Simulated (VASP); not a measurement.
Input of a VASP 6.6.1 run:

Contents of INCAR:

```
SYSTEM = Zr
ALGO = Normal ; EDIFF = 1E-6
ENCUT = 520 ; GGA = CA
ISIF = 2 ; ISMEAR = -1
LASPH = .True. ; LCHARG = .False.
LREAL = .False. ; LWAVE = .False.
NBANDS = 12 ; NELM = 100
PREC = Accurate ; SIGMA = 0.1
```

KPOINTS

```
k-points
0
Gamma
  21 21 21
  0 0 0
```

Contents of POSCAR:

```
Zr
1.0
   -1.7667524520      1.7667524520      1.7667524520
    1.7667524520     -1.7667524520      1.7667524520
    1.7667524520      1.7667524520     -1.7667524520
Zr
1
Direct
    0.0000000000      0.0000000000      0.0000000000
```

Potentials or basis: VASP PAW LDA potentials, release 64 (Zr_sv).

Launch:

```console
$ cat potpaw_LDA.64/Zr_sv/POTCAR > POTCAR
$ mpirun -np 1 vasp_std > vasp.out
```

**Question.** Estimate the band gap on the k mesh.

**Answer.** Zero (band 6 reaches 10.23 eV, above the bottom of band 7 at 8.36 eV).

**Question.** Estimate the pressure.

**Answer.** -3.7 GPa.
